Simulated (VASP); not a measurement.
Here is a VASP 6.6.1 calculation.

The input INCAR:

```
SYSTEM = N
PREC = Accurate
ENCUT = 520
EDIFF = 1E-6
ISMEAR = -5
SIGMA = 0.05
LREAL = .FALSE.
LASPH = .TRUE.
NELM = 150
ALGO = Normal
ISIF = 2
LWAVE = .FALSE.
LCHARG = .FALSE.
ISPIN = 2
MAGMOM = 0.5 0.5
LORBIT = 11
NUPDOWN = 1.0
GGA = RE
NBANDS = 16
```

The input KPOINTS:

```
Automatic mesh
0
G
  12 12 11
  0 0 0
```

The input POSCAR:

```
N
1.0
    2.5194737886      0.0000000000      0.0000000000
   -1.2597368943      2.1819283051      0.0000000000
    0.0000000000      0.0000000000      2.4460020000
N
2
Direct
    0.3333333333      0.6666666667      0.7500000000
    0.6666666667      0.3333333333      0.2500000000
```

Potentials or basis: VASP PAW PBE potentials, release 64 (N).

The run is started by

```sh
$ cat potpaw_PBE.64/N/POTCAR > POTCAR
$ mpirun -np 1 vasp_std > vasp.out
```

Predict the pressure.

19.9 GPa.

Stress tensor (GPa, compression positive):
```
22.47  0.00  0.00
 0.00 22.47  0.00
 0.00  0.00 14.73
```

Caveat: the PAW data sets were made with another functional, which shifts forces and pressure a little; the total moment is fixed, so each spin has its own Fermi level.
